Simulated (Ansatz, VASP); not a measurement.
This is a calculation of ZnO for VASP 6.6.1.

File POSCAR:

```
ZnO
1.0
    3.2274999067      0.0000000000      0.0000000000
   -1.6137499533      2.7950969099      0.0000000000
    0.0000000000      0.0000000000      5.1707703030
Zn O
2 2
Direct
    0.6666666667      0.3333333333      0.0000000000
    0.3333333333      0.6666666667      0.5000000000
    0.3333333333      0.6666666667      0.8790100000
    0.6666666667      0.3333333333      0.3790100000
```

INCAR.step1

```
ALGO     = Normal         # electronic algorithm
EDIFF    = 1E-5           # SCF threshold, eV
ENCUT    = 1480           # plane-wave cutoff, eV
GGA      = PE             # functional
GGA_COMPAT= False        
ISMEAR   = -1             # smearing method
LASPH    = True           # aspherical terms in the spheres
LCHARG   = False          # write CHGCAR
LREAL    = False          # projectors in reciprocal space
LWAVE    = True           # write WAVECAR
NBANDS   = 26             # bands
NELM     = 120            # most SCF steps
PREC     = Accurate       # precision mode
SIGMA    = 0.05           # smearing width, eV
```

Contents of INCAR.step2:

```
ALGO     = Normal         # electronic algorithm
BPARAM   = 11.95        
CPARAM   = 0.0093       
EDIFF    = 1E-6           # SCF threshold, eV
ENCUT    = 1480           # plane-wave cutoff, eV
GGA_COMPAT= False        
ISIF     = 2              # what is computed and relaxed
ISMEAR   = -1             # smearing method
ISTART   = 1            
IVDW_NL  = 2            
LASPH    = True           # aspherical terms in the spheres
LCHARG   = False          # write CHGCAR
LMIXTAU  = True         
LREAL    = False          # projectors in reciprocal space
LUSE_VDW = True         
LWAVE    = False          # write WAVECAR
METAGGA  = R2SCAN         # meta-GGA
NBANDS   = 26             # bands
NELM     = 120            # most SCF steps
PREC     = Accurate       # precision mode
SIGMA    = 0.05           # smearing width, eV
```

The input KPOINTS:

```
k-points
0
Gamma
  9 9 5
```

Potentials or basis: VASP PAW PBE potentials, release 64 (Zn, O_h).

Run with:

```bash
$ cat potpaw_PBE.64/Zn/POTCAR potpaw_PBE.64/O_h/POTCAR > POTCAR
$ cp INCAR.step1 INCAR
$ mpirun -np 1 vasp_std > vasp.out
$ cp INCAR.step2 INCAR
$ mpirun -np 1 vasp_std > vasp.out
```

Question: Translate it to Ansatz 0.2.0. Potentials there: Ansatz PAW.

Answer: As run (the cutoff follows the program's own potentials):

Contents of input.yaml:

```yaml
crystal:
  lattice:
    - [3.2274999067, 0.0, 0.0]
    - [-1.6137499533, 2.7950969099, 0.0]
    - [0.0, 0.0, 5.170770303]
  atoms:
    - { symbol: Zn, position: [0.6666666667, 0.3333333333, 0.0] }
    - { symbol: Zn, position: [0.3333333333, 0.6666666667, 0.5] }
    - { symbol: O, position: [0.3333333333, 0.6666666667, 0.87901] }
    - { symbol: O, position: [0.6666666667, 0.3333333333, 0.37901] }
hamiltonian:
  xc: r2scan
  pseudopotentials: { kind: paw }
  dispersion: rvv10
kpoints:
  mp_grid: { grid: [9, 9, 5] }
scf:
  occupations: { method: fermi_dirac, width: 0.05 }
output:
  forces: true
  stress: true
  eigenvalues: true
```

Potentials or basis: Ansatz PAW.

Run with:

```bash
$ ansatz run input.yaml --threads 2 --pin off --max-ram 5120MiB --backend cpu --events-out ev --progress --plain --runs-dir out
```

Both were run:

|  | VASP | Ansatz | Ansatz less VASP |
| --- | --- | --- | --- |
| gap on the k mesh at the Fermi level (eV) | 1.21 | 1.21 | -0.002 |
| least direct gap on the mesh (eV) | 1.21 | 1.21 | -0.002 |
| pressure (GPa) | 1.6 | 0.6 | -1.09 |
| traceless stress, the component that is largest in VASP (GPa) | 1.17 | 1.12 | -0.054 |
| rms of the force components (eV/Å) | 0.046 | 0.045 | -0.0013 |

VASP's potentials were made for PBE, not for r2SCAN. Atom by atom the forces differ by 0.001 eV/Å (rms over components).

Noted on Ansatz's run: odd divisions of the mesh miss points on the zone boundary, where band edges often lie, so the gap on the mesh can be too wide.
